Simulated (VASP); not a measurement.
# CaO (Fm-3m) in VASP: further runs, part 2 of 2

VASP 6.6.1. Earlier steps stand in the parts before.

## (3) Elastic constants, LDA

This run uses another cell than the first one, of 13.04 Å³/atom.

Contents of INCAR:

```
SYSTEM = CaO
  ALGO = Normal
  EDIFF = 1E-8
  ENCUT = 600
  IBRION = 6
  ISIF = 3
  ISMEAR = 0
  LASPH = .True.
  LCHARG = .True.
  LREAL = .False.
  LWAVE = .False.
  NELM = 60
  NFREE = 2
  NSW = 1
  POTIM = 0.015
  PREC = Accurate
  SIGMA = 0.01
```

Contents of KPOINTS:

```
k-points
0
Gamma
  8 8 8
  0 0 0
```

Contents of POSCAR:

```
CaO
1.0
    0.0000000000      2.3539483568      2.3539483568
    2.3539483568      0.0000000000      2.3539483568
    2.3539483568      2.3539483568      0.0000000000
Ca O
1 1
Direct
    0.0000000000      0.0000000000      0.0000000000
    0.5000000000      0.5000000000      0.5000000000
```

Potentials or basis: VASP PAW LDA potentials, release 64 (Ca_sv, O).

Launch:

```
$ cat potpaw_LDA.64/Ca_sv/POTCAR potpaw_LDA.64/O/POTCAR > POTCAR
$ mpirun -np 1 vasp_std > vasp.out
```

OUTCAR:

```text
SYSTEM = CaO
   EDIFF = 1E-8
   ENCUT = 600
   IBRION = 6
   ISIF = 3
   ISMEAR = 0
   LASPH = .True.
   LREAL = .False.
   NELM = 60
   NFREE = 2
   NSW = 1
   POTIM = 0.015
   PREC = Accurate

 ion  position               nearest neighbor table
   1  0.000  0.000  0.000-   2 2.35   2 2.35   2 2.35   2 2.35   2 2.35   2 2.35
   2  0.500  0.500  0.500-   1 2.35   1 2.35   1 2.35   1 2.35   1 2.35   1 2.35

  LATTYP: Found a face centered cubic cell.
 ALAT       =     4.7078967136

  Lattice vectors:

 A1 = (   0.0000000000,   2.3539483568,   2.3539483568)
 A2 = (   2.3539483568,   0.0000000000,   2.3539483568)
 A3 = (   2.3539483568,   2.3539483568,   0.0000000000)

Analysis of symmetry for initial positions (statically):
=====================================================================
 Subroutine PRICEL returns:
 Original cell was already a primitive cell.

 Routine SETGRP: Setting up the symmetry group for a
 face centered cubic supercell.

 Subroutine GETGRP returns: Found 48 space group operations
 (whereof 48 operations were pure point group operations)
 out of a pool of 48 trial point group operations.

The static configuration has the point symmetry O_h .

Analysis of symmetry for dynamics (positions and initial velocities):
=====================================================================
 Subroutine PRICEL returns:
 Original cell was already a primitive cell.

 Routine SETGRP: Setting up the symmetry group for a
 face centered cubic supercell.

 Subroutine GETGRP returns: Found 48 space group operations
 (whereof 48 operations were pure point group operations)
 out of a pool of 48 trial point group operations.

The dynamic configuration has the point symmetry O_h .

 Subroutine INISYM returns: Found 48 space group operations
 (whereof 48 operations are pure point group operations),
 and found     1 'primitive' translations

----------------------------------------------------------------------------------------

                                     Primitive cell

  volume of cell :      26.0868

  direct lattice vectors                    reciprocal lattice vectors
     0.000000000  2.353948357  2.353948357    -0.212409078  0.212409078  0.212409078
     2.353948357  0.000000000  2.353948357     0.212409078 -0.212409078  0.212409078
     2.353948357  2.353948357  0.000000000     0.212409078  0.212409078 -0.212409078

  length of vectors
     3.328985691  3.328985691  3.328985691     0.367903315  0.367903315  0.367903315

  position of ions in fractional coordinates (direct lattice)
     0.000000000  0.000000000  0.000000000
     0.500000000  0.500000000  0.500000000

  ion indices of the primitive-cell ions
[... 305 lines left out ...]

 number of electron      15.9999999 magnetization

 Free energy of the ion-electron system (eV)
  ---------------------------------------------------
  ext. energy  EPLUGINS =         0.00000000
  ---------------------------------------------------
  free energy    TOTEN  =       -14.22263825 eV

  energy without entropy =      -14.22263825  energy(sigma->0) =      -14.22263825

 E-fermi :   2.4256     XC(G=0): -11.3376

 val. band max:        2.3839365756   @ k =   0.0000   0.0000   0.0000
 cond. band min:       5.8050950730   @ k =   0.0000   0.5000   0.5000
 fundamental gap:      3.4211584974
 Fermi energy:         2.4256437887

 k-point     1 :       0.0000    0.0000    0.0000
  band No.  band energies     occupation
      1     -34.4377      2.00000
      2     -15.4308      2.00000
      3     -15.4304      2.00000
      4     -15.4304      2.00000
      5     -12.9452      2.00000
      6       2.3839      2.00000
      7       2.3839      2.00000
      8       2.3839      2.00000
      9       7.4679      0.00000
     10       8.6341      0.00000
     11       8.6352      0.00000
     12       8.6352      0.00000
[... 331 lines left out ...]
 k-point    24 :      -0.3750    0.2500    0.1250
  band No.  band energies     occupation
      1     -34.2679      2.00000
      2     -16.6172      2.00000
      3     -15.7435      2.00000
      4     -15.5932      2.00000
      5     -11.7751      2.00000
      6       0.1828      2.00000
      7       1.1740      2.00000
      8       1.2164      2.00000
      9       9.2629      0.00000
     10       9.3374      0.00000
     11      11.4686      0.00000
     12      11.7761      0.00000

 [... further k-points ...]

------------------------ aborting loop because EDIFF is reached ----------------------------------------

  FORCE on cell =-STRESS in cart. coord.  units (eV):
  Direction    XX          YY          ZZ          XY          YZ          ZX
  --------------------------------------------------------------------------------------
  -------------------------------------------------------------------------------------
  Total        0.1429025      0.1354834      0.1354834      0.0000000      0.0000000      0.0000000
  in kB        8.7766659      8.3210073      8.3210073      0.0000000      0.0000000      0.0000000
  external PRESSURE =       8.4728935 kB  Pullay stress =       0.0000000 kB
[... 17 lines left out ...]
  FREE ENERGIE OF THE ION-ELECTRON SYSTEM (eV)
  ---------------------------------------------------
  free  energy   TOTEN  =       -14.2226382460 eV

  energy  without entropy=      -14.2226382460  energy(sigma->0) =      -14.22263825

 INTERNAL STRAIN TENSORS FROM STRAINED CELLS
 ============================================

 INTERNAL STRAIN TENSOR FOR ION    1 for displacements in x,y,z  (eV/Angst):
          X           Y           Z          XY          YZ          ZX
  --------------------------------------------------------------------------------
  x    -0.00000     0.00000    -0.00000     0.00000    -0.00000    -0.00000
  y     0.00000     0.00000     0.00000     0.00000     0.00000     0.00000
  z    -0.00000    -0.00000    -0.00000     0.00000     0.00000     0.00000

 INTERNAL STRAIN TENSORS FROM DISPLACED ATOMS
 ============================================

 INTERNAL STRAIN TENSOR FOR ION    1 for displacements in x,y,z  (eV/Angst):
          X           Y           Z          XY          YZ          ZX
  --------------------------------------------------------------------------------
  x     0.00000     0.00000     0.00000     0.00000     0.00000     0.00000
  y     0.00000     0.00000     0.00000     0.00000     0.00000     0.00000
  z     0.00000     0.00000     0.00000     0.00000     0.00000     0.00000

 INTERNAL STRAIN TENSOR FOR ION    2 for displacements in x,y,z  (eV/Angst):
          X           Y           Z          XY          YZ          ZX
  --------------------------------------------------------------------------------
  x     0.00000     0.00000     0.00000     0.00000     0.00000     0.00000
  y     0.00000     0.00000     0.00000     0.00000     0.00000     0.00000
  z     0.00000     0.00000     0.00000     0.00000     0.00000     0.00000

 Eigenvectors and eigenvalues of the dynamical matrix
 ----------------------------------------------------

   1 f  =    8.958390 THz    56.287225 2PiTHz  298.819731 cm-1    37.048908 meV
             X         Y         Z           dx          dy          dz
      0.000000  0.000000  0.000000    -0.534398    0.000000    0.000000
      2.353948  2.353948  2.353948     0.845233    0.000000    0.000000
[... 21 lines left out ...]
   6 f/i=    0.002627 THz     0.016506 2PiTHz    0.087627 cm-1     0.010864 meV
             X         Y         Z           dx          dy          dz
      0.000000  0.000000  0.000000    -0.845233    0.000000    0.000000
      2.353948  2.353948  2.353948    -0.534398    0.000000    0.000000

--------------------------------------------------------------------------------------------------------

 ELASTIC MODULI CONTR FROM IONIC RELAXATION (kBar)
 Direction    XX          YY          ZZ          XY          YZ          ZX
 --------------------------------------------------------------------------------
 XX           0.0000      0.0000      0.0000      0.0000      0.0000      0.0000
 YY           0.0000      0.0000      0.0000      0.0000      0.0000      0.0000
 ZZ           0.0000      0.0000      0.0000      0.0000      0.0000      0.0000
 XY           0.0000      0.0000      0.0000      0.0000      0.0000      0.0000
 YZ           0.0000      0.0000      0.0000      0.0000      0.0000      0.0000
 ZX           0.0000      0.0000      0.0000      0.0000      0.0000      0.0000
 --------------------------------------------------------------------------------

 TOTAL ELASTIC MODULI (kBar)
 Direction    XX          YY          ZZ          XY          YZ          ZX
 --------------------------------------------------------------------------------
 XX        2695.4705    624.0427    624.0427     -0.0000      0.0000      0.0000
 YY         624.0427   2695.4705    624.0427     -0.0000     -0.0000      0.0000
 ZZ         624.0427    624.0427   2695.4705      0.0000      0.0000     -0.0000
 XY          -0.0000     -0.0000      0.0000    790.0243      0.0000      0.0000
 YZ           0.0000     -0.0000      0.0000      0.0000    790.0243      0.0000
 ZX           0.0000      0.0000     -0.0000      0.0000      0.0000    790.0243
 --------------------------------------------------------------------------------
```

stdout:

```text
POSCAR found type information on POSCAR CaO
 POSCAR found :  2 types and       2 ions
 scaLAPACK will be used
 LDA part: xc-table for (Slater(with rela. corr.)+CA(PZ))
 , standard interpolation
 POSCAR, INCAR and KPOINTS ok, starting setup
 FFT: planning ... GRIDC
 FFT: planning ... GRID_SOFT
 FFT: planning ... GRID
 WAVECAR not read
 entering main loop
 Found     2 degrees of freedom:
 Adding 6 more for cell shape distortion
 Finite differences POTIM= 0.01500 DOF=   8
 bond charge predicted
 Finite differences progress:
 bond charge predicted
 Finite differences progress:
 bond charge predicted
 Finite differences progress:
 bond charge predicted
 Finite differences progress:
 bond charge predicted
 Finite differences progress:
 bond charge predicted
 Finite differences progress:
 bond charge predicted
 Finite differences progress:
 bond charge predicted
 Finite differences progress:
 bond charge predicted
 Finite differences progress:
 bond charge predicted
 Finite differences progress:
 bond charge predicted
 Finite differences progress:
 bond charge predicted
 Finite differences progress:
 bond charge predicted
 Finite differences progress:
 bond charge predicted
 Finite differences progress:
 bond charge predicted
 Finite differences progress:
 bond charge predicted
 Finite differences progress:
```

Wall time 5.7 min (1 thread of Oxide Virtual Turin-like, shared host); peak memory 0.21 GiB.

Results:

* Elastic constants C11, C12, C44: 270, 62, 79 GPa
* Voigt bulk modulus: 131 GPa
* Highest phonon frequency at Γ, LO-TO splitting left out: 299 cm⁻¹

Phonon frequencies in cm⁻¹ (negative: imaginary):
| q point | frequencies |
| --- | --- |
| (0.000, 0.000, 0.000) | 0 0 0 299 299 299 |

Elastic tensor in Voigt notation (GPa, in the Cartesian axes of the cell as first typed):
```
270  62  62   0   0   0
 62 270  62   0   0   0
 62  62 270   0   0   0
  0   0   0  79   0   0
  0   0   0   0  79   0
  0   0   0   0   0  79
```

Clamped-ion elastic tensor (GPa):
```
270  62  62   0   0   0
 62 270  62   0   0   0
 62  62 270   0   0   0
  0   0   0  79   0   0
  0   0   0   0  79   0
  0   0   0   0   0  79
```
